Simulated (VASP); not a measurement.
# Si (I4/mmm) in VASP: a series of runs

The runs below take Si through single point, with PBE, LDA.

Everything below comes from runs of VASP 6.6.1. Logs are shortened: lines on timing, memory, paths and dates and some standing lists are left out, and cuts for length are marked.

### 1 The cell of the first run

The structure is tetragonal, space group I4/mmm (No. 139). The conventional cell has a = 3.254 Å, b = 3.254 Å, c = 2.641 Å, α = 90.00°, β = 90.00°, γ = 90.00°. Within 3.5 Å of Si (site symmetry 4/mmm) lie 14 Si at 2.64 to 3.25 Å.

### 2 Single point, PBE

File INCAR:

```
SYSTEM = Si
PREC = Accurate
ENCUT = 520
EDIFF = 1E-6
ISMEAR = -1
SIGMA = 0.05
LREAL = .FALSE.
LASPH = .TRUE.
NELM = 60
ALGO = Normal
ISIF = 2
LWAVE = .FALSE.
LCHARG = .TRUE.
GGA = PE
LELF = .TRUE.
LVHAR = .TRUE.
NBANDS = 8
```

File KPOINTS:

```
Automatic mesh
0
G
  13 13 13
  0 0 0
```

File POSCAR:

```
Si
1.0
   -1.6269149300      1.6269149300      1.3203298500
    1.6269149300     -1.6269149300      1.3203298500
    1.6269149300      1.6269149300     -1.3203298500
Si
1
Direct
    0.0000000000      0.0000000000      0.0000000000
```

Potentials or basis: VASP PAW PBE potentials, release 64 (Si).

The run is started by

```console
> cat potpaw_PBE.64/Si/POTCAR > POTCAR
> mpirun -np 1 vasp_std > vasp.out
```

OUTCAR:

```text
SYSTEM = Si
   PREC = Accurate
   ENCUT = 520
   EDIFF = 1E-6
   ISMEAR = -1
   LREAL = .FALSE.
   LASPH = .TRUE.
   NELM = 60
   ISIF = 2
   GGA = PE

 ion  position               nearest neighbor table
   1  0.000  0.000  0.000-

  LATTYP: Found a body centered tetragonal cell.
 ALAT       =     3.2538298600
 C/A-ratio  =     0.8115543263

  Lattice vectors:

 A1 = (  -1.6269149300,   1.6269149300,   1.3203298500)
 A2 = (   1.6269149300,  -1.6269149300,   1.3203298500)
 A3 = (   1.6269149300,   1.6269149300,  -1.3203298500)

Analysis of symmetry for initial positions (statically):
=====================================================================
 Subroutine PRICEL returns:
 Original cell was already a primitive cell.

 Routine SETGRP: Setting up the symmetry group for a
 body centered tetragonal supercell.

 Subroutine GETGRP returns: Found 16 space group operations
 (whereof 16 operations were pure point group operations)
 out of a pool of 16 trial point group operations.

The static configuration has the point symmetry D_4h.

Analysis of symmetry for dynamics (positions and initial velocities):
=====================================================================
 Subroutine PRICEL returns:
 Original cell was already a primitive cell.

 Routine SETGRP: Setting up the symmetry group for a
 body centered tetragonal supercell.

 Subroutine GETGRP returns: Found 16 space group operations
 (whereof 16 operations were pure point group operations)
 out of a pool of 16 trial point group operations.

The dynamic configuration has the point symmetry D_4h.

 Subroutine INISYM returns: Found 16 space group operations
 (whereof 16 operations are pure point group operations),
 and found     1 'primitive' translations

----------------------------------------------------------------------------------------

                                     Primitive cell

  volume of cell :      13.9789

  direct lattice vectors                    reciprocal lattice vectors
    -1.626914930  1.626914930  1.320329850     0.000000000  0.307330144  0.378693249
     1.626914930 -1.626914930  1.320329850     0.307330144  0.000000000  0.378693249
     1.626914930  1.626914930 -1.320329850     0.307330144  0.307330144  0.000000000

  length of vectors
     2.652729781  2.652729781  2.652729781     0.487709334  0.487709334  0.434630458

  position of ions in fractional coordinates (direct lattice)
     0.000000000  0.000000000  0.000000000

[... 75 lines left out ...]
   EDIFF  = 0.1E-05   stopping-criterion for ELM
   LREAL  =      F    real-space projection
   EDIFFG = 0.1E-04   stopping-criterion for IOM
   NSW    =      0    number of steps for IOM
   IBRION =     -1    ionic relax: 0-MD 1-quasi-New 2-CG
   NFREE  =      0    steps in history (QN), initial steepest desc. (CG)
   ISIF   =      2    stress and relaxation
   ISYM   =      2    0-nonsym 1-usesym 2-fastsym
   POTIM  = 0.5000    time-step for ionic-motion
   TEBEG  =    0.0;   TEEND  =   0.0 temperature during run
   PSTRESS=    0.0 pullay stress
   NELECT =       4.0000    total number of electrons
   NUPDOWN=      -1.0000    fix difference up-down
   EMIN   =  10.00;   EMAX   =-10.00  energy-range for DOS
   EFERMI =   0.00;   METHOD = LEGACY
   ISMEAR =    -1;   SIGMA  =   0.05  broadening in eV -4-tet -1-fermi 0-gaus
   EFERMI_NEDOS =   21; number of points for ismear=-14 and -15
   IALGO  =     38    algorithm
   IMIX   =      4    mixing-type and parameters
     AMIX     =   0.40;   BMIX     =  1.00
     AMIX_MAG =   1.60;   BMIX_MAG =  1.00
  volume/ion in A,a.u.               =      13.98        94.33
  Fermi-wavevector in a.u.,A,eV,Ry     =   1.078791  2.038620 15.834335  1.163791
  Thomas-Fermi vector in A             =   2.214739
   LORBIT       =      0    0 simple, 1 ext, 2 COOP (PROOUT), +10 PAW based schemes
   GGA     = PE    functional components
   LHFCALC =     F    Hartree Fock is set to
   AEXX    =    0.0000 exact exchange contribution
   IVDW    =     0    specifies the selected vdW correction
   LEPSILON=     F    determine dielectric tensor
   LRPA    =     F    only Hartree local field effects (RPA)
 non-spin polarized calculation
  energy-cutoff  :      520.00
  volume of cell :       13.98
 maximum number of plane-waves:       389
   NGX =  9   NGY =  9   NGZ =  9

 number of electron       3.9999999 magnetization

 Free energy of the ion-electron system (eV)
  ---------------------------------------------------
  ext. energy  EPLUGINS =         0.00000000
  ---------------------------------------------------
  free energy    TOTEN  =        -4.92562413 eV

  energy without entropy =       -4.92076979  energy(sigma->0) =       -4.92319696

 E-fermi :  10.5581     XC(G=0): -11.3237

 val. band max:       10.5378773765   @ k =  -0.4615   0.1538   0.0769
 cond. band min:      10.5618691261   @ k =  -0.3846   0.0769   0.0000
 fundamental gap:      0.0239917496
 Fermi energy:        10.5581230483

 k-point     1 :       0.0000    0.0000    0.0000
  band No.  band energies     occupation
      1      -4.1666      2.00000
      2      20.1558      0.00000
      3      20.7498      0.00000
      4      20.7498      0.00000
      5      23.5898      0.00000
      6      24.5207      0.00000
      7      25.8350      0.00000
      8      25.8350      0.00000
[... 243 lines left out ...]
 k-point    24 :       0.4615    0.1538    0.0000
  band No.  band energies     occupation
      1       3.0727      2.00000
      2       6.7103      2.00000
      3      11.0748      0.00006
      4      16.1943      0.00000
      5      19.5578      0.00000
      6      24.0789      0.00000
      7      27.8673      0.00000
      8      34.1384      0.00000

 [... further k-points ...]

------------------------ aborting loop because EDIFF is reached ----------------------------------------

  FORCE on cell =-STRESS in cart. coord.  units (eV):
  Direction    XX          YY          ZZ          XY          YZ          ZX
  --------------------------------------------------------------------------------------
  -------------------------------------------------------------------------------------
  Total        0.3856785      0.3856785      0.1340197      0.0000000     -0.0000000      0.0000000
  in kB       44.2042403     44.2042403     15.3605665      0.0000000     -0.0000000      0.0000000
  external PRESSURE =      34.5896824 kB  Pullay stress =       0.0000000 kB

 VOLUME and BASIS-vectors are now :
 -----------------------------------------------------------------------------
  energy-cutoff  :      520.00
  volume of cell :       13.98
      direct lattice vectors                 reciprocal lattice vectors
    -1.626914930  1.626914930  1.320329850     0.000000000  0.307330144  0.378693249
     1.626914930 -1.626914930  1.320329850     0.307330144  0.000000000  0.378693249
     1.626914930  1.626914930 -1.320329850     0.307330144  0.307330144  0.000000000

 POSITION                                       TOTAL-FORCE (eV/Angst)
 -----------------------------------------------------------------------------------
      0.00000      0.00000      0.00000         0.000000      0.000000      0.000000
 -----------------------------------------------------------------------------------
    total drift:                                0.000000      0.000000      0.000000

  FREE ENERGIE OF THE ION-ELECTRON SYSTEM (eV)
  ---------------------------------------------------
  free  energy   TOTEN  =        -4.9256241291 eV

  energy  without entropy=       -4.9207697911  energy(sigma->0) =       -4.92319696
```

OSZICAR:

```text
N       E                     dE             d eps       ncg     rms          rms(c)
DAV:   1    -0.232871406069E+01   -0.23287E+01   -0.18245E+03  3344   0.383E+02
DAV:   2    -0.493135808392E+01   -0.26026E+01   -0.25077E+01  4728   0.308E+01
DAV:   3    -0.494405096189E+01   -0.12693E-01   -0.12688E-01  3488   0.234E+00
DAV:   4    -0.494406417911E+01   -0.13217E-04   -0.13218E-04  5192   0.812E-02
DAV:   5    -0.494406418095E+01   -0.18437E-08   -0.18960E-08  3504   0.581E-04    0.291E+00
DAV:   6    -0.493241902805E+01    0.11645E-01   -0.35232E-03  3672   0.264E-01    0.162E+00
DAV:   7    -0.492564432593E+01    0.67747E-02   -0.72937E-03  3600   0.380E-01    0.145E-01
DAV:   8    -0.492562373537E+01    0.20591E-04   -0.31910E-05  4872   0.447E-02    0.968E-03
DAV:   9    -0.492562412906E+01   -0.39369E-06   -0.44171E-07  3584   0.370E-03
   1 F= -.49256241E+01 E0= -.49231970E+01  d E =-.485434E-02
```

Wall time 9.5 s (1 thread of Intel Xeon 6975P-C (Granite Rapids), shared host); peak memory 0.13 GiB.

What came out:

```yaml
Free_energy: -4.9256 eV
Pressure: 3.5 GPa
Band_gap_on_the_k_mesh: zero (band 2 reaches 20.27 eV, above the bottom of band 3 at 7.04 eV)
```

Levels at points of the mesh, in eV from the Fermi level:
```csv
k point,band 1,band 2,band 3,band 4,band 5,band 6
"(0.00, 0.00, 0.00)",-14.72,9.60,10.19,10.19,13.03,13.96
```

### 3 Single point, LDA

File INCAR:

```
SYSTEM = Si
PREC = Accurate
ENCUT = 520
EDIFF = 1E-7
ISMEAR = -1
SIGMA = 0.05
LREAL = .False.
LASPH = .True.
NELM = 100
ALGO = Normal
ISIF = 2
LWAVE = .False.
LCHARG = .False.
NBANDS = 8
```

File KPOINTS:

```
Automatic mesh
0
Gamma
  13 13 13
  0 0 0
```

POSCAR is that of step 2.

Potentials or basis: VASP PAW LDA potentials, release 64 (Si).

The run is started by

```console
> cat potpaw_LDA.64/Si/POTCAR > POTCAR
> mpirun -np 1 vasp_std > vasp.out
```

OUTCAR:

```text
SYSTEM = Si
   PREC = Accurate
   ENCUT = 520
   EDIFF = 1E-7
   ISMEAR = -1
   LREAL = .False.
   LASPH = .True.
   NELM = 100
   ISIF = 2

 ion  position               nearest neighbor table
   1  0.000  0.000  0.000-

  LATTYP: Found a body centered tetragonal cell.
 ALAT       =     3.2538298600
 C/A-ratio  =     0.8115543263

  Lattice vectors:

 A1 = (  -1.6269149300,   1.6269149300,   1.3203298500)
 A2 = (   1.6269149300,  -1.6269149300,   1.3203298500)
 A3 = (   1.6269149300,   1.6269149300,  -1.3203298500)

Analysis of symmetry for initial positions (statically):
=====================================================================
 Subroutine PRICEL returns:
 Original cell was already a primitive cell.

 Routine SETGRP: Setting up the symmetry group for a
 body centered tetragonal supercell.

 Subroutine GETGRP returns: Found 16 space group operations
 (whereof 16 operations were pure point group operations)
 out of a pool of 16 trial point group operations.

The static configuration has the point symmetry D_4h.

Analysis of symmetry for dynamics (positions and initial velocities):
=====================================================================
[... 160 lines left out ...]
 Fermi energy:        10.5238402574

 k-point     1 :       0.0000    0.0000    0.0000
  band No.  band energies     occupation
      1      -4.1442      2.00000
      2      20.1292      0.00000
      3      20.5725      0.00000
      4      20.5725      0.00000
      5      23.5208      0.00000
      6      24.2251      0.00000
      7      25.7323      0.00000
      8      25.7323      0.00000
[... 243 lines left out ...]
 k-point    24 :       0.4615    0.1538    0.0000
  band No.  band energies     occupation
      1       3.0705      2.00000
      2       6.6900      2.00000
      3      11.0391      0.00007
      4      16.1133      0.00000
      5      19.4948      0.00000
      6      23.9488      0.00000
      7      27.7620      0.00000
      8      33.8966      0.00000

 [... further k-points ...]

------------------------ aborting loop because EDIFF is reached ----------------------------------------

  FORCE on cell =-STRESS in cart. coord.  units (eV):
  Direction    XX          YY          ZZ          XY          YZ          ZX
  --------------------------------------------------------------------------------------
  -------------------------------------------------------------------------------------
  Total        0.0740095      0.0740095     -0.1973181      0.0000000      0.0000000      0.0000000
  in kB        8.4825430      8.4825430    -22.6154564      0.0000000      0.0000000      0.0000000
  external PRESSURE =      -1.8834568 kB  Pullay stress =       0.0000000 kB

 VOLUME and BASIS-vectors are now :
 -----------------------------------------------------------------------------
  energy-cutoff  :      520.00
  volume of cell :       13.98
      direct lattice vectors                 reciprocal lattice vectors
    -1.626914930  1.626914930  1.320329850     0.000000000  0.307330144  0.378693249
     1.626914930 -1.626914930  1.320329850     0.307330144  0.000000000  0.378693249
     1.626914930  1.626914930 -1.320329850     0.307330144  0.307330144  0.000000000

 POSITION                                       TOTAL-FORCE (eV/Angst)
 -----------------------------------------------------------------------------------
      0.00000      0.00000      0.00000        -0.000000      0.000000      0.000000
 -----------------------------------------------------------------------------------
    total drift:                                0.000000      0.000000      0.000000

  FREE ENERGIE OF THE ION-ELECTRON SYSTEM (eV)
  ---------------------------------------------------
  free  energy   TOTEN  =        -5.5546389082 eV

  energy  without entropy=       -5.5497625782  energy(sigma->0) =       -5.55220074
```

OSZICAR:

```text
N       E                     dE             d eps       ncg     rms          rms(c)
DAV:   1    -0.291608110786E+01   -0.29161E+01   -0.18132E+03  3352   0.383E+02
DAV:   2    -0.556290934640E+01   -0.26468E+01   -0.25522E+01  4752   0.311E+01
DAV:   3    -0.557666099263E+01   -0.13752E-01   -0.13747E-01  3464   0.245E+00
DAV:   4    -0.557667679733E+01   -0.15805E-04   -0.15804E-04  5240   0.885E-02
DAV:   5    -0.557667679960E+01   -0.22705E-08   -0.24991E-08  3480   0.670E-04    0.301E+00
DAV:   6    -0.556243333032E+01    0.14243E-01   -0.44678E-03  3712   0.285E-01    0.167E+00
DAV:   7    -0.555468233049E+01    0.77510E-02   -0.82388E-03  3656   0.387E-01    0.122E-01
DAV:   8    -0.555463886616E+01    0.43464E-04   -0.26605E-05  4688   0.409E-02    0.179E-02
DAV:   9    -0.555463890824E+01   -0.42087E-07   -0.10679E-07  4032   0.236E-03
   1 F= -.55546389E+01 E0= -.55522007E+01  d E =-.487633E-02
```

stdout:

```text
POSCAR found type information on POSCAR Si
 POSCAR found :  1 types and       1 ions
 scaLAPACK will be used
 LDA part: xc-table for (Slater(with rela. corr.)+CA(PZ))
 , standard interpolation
 POSCAR, INCAR and KPOINTS ok, starting setup
 FFT: planning ... GRIDC
 FFT: planning ... GRID_SOFT
 FFT: planning ... GRID
 WAVECAR not read
 entering main loop
```

It took 8.7 s on 1 thread of Intel Xeon 6975P-C (Granite Rapids), shared host; peak memory 0.12 GiB.

What came out:

- Free energy: -5.5546 eV
- Pressure: -0.2 GPa
- Band gap on the k mesh: zero (band 2 reaches 20.13 eV, above the bottom of band 3 at 7.04 eV)

Stress tensor (GPa, compression positive):
```
 0.85  0.00  0.00
 0.00  0.85  0.00
 0.00  0.00 -2.26
```
